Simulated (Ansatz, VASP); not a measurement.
# Ga4As5 in VASP and in Ansatz

```
CELL_PARAMETERS angstrom
4.00100 0.00000 0.00000
0.00000 4.00100 0.00000
0.00000 0.00000 26.31655
ATOMIC_POSITIONS crystal
As 0.00000 0.50000 0.28499
As 0.50000 0.00000 0.39250
As 0.00000 0.50000 0.50000
As 0.50000 0.00000 0.60750
As 0.00000 0.50000 0.71501
Ga 0.50000 0.50000 0.33874
Ga 0.00000 0.00000 0.44625
Ga 0.50000 0.50000 0.55375
Ga 0.00000 0.00000 0.66126
```

Alike in both runs: task single point; functional PBEsol; k mesh 9 × 9 × 1; occupations gaussian, width 0.05 eV; no spin polarisation.

|  | VASP | Ansatz |
| --- | --- | --- |
| version | VASP 6.6.1 | Ansatz 0.2.0 |
| potentials or method | VASP PAW PBE potentials, release 64 (As, Ga_d), cutoff 520 eV | scalar-relativistic, plane waves, PAW |
| valence electrons in the cell | 77 | 127 |

|  | VASP | Ansatz | Ansatz less VASP |
| --- | --- | --- | --- |
| gap on the k mesh at the Fermi level (eV) | none | none | - |
| rms of the force components (eV/Å) | 0.102 | 0.102 | -0.0002 |
| work function, face that differs most (eV) | 5.82 | 5.82 | -0.001 |

VASP's potentials were made for PBE, not for PBEsol. A gap of «none» marks a metal or a gap that the smearing closes. VASP's potentials hold 77 valence electrons a cell and Ansatz's 127, so a difference there can come from the potentials and not from the codes.
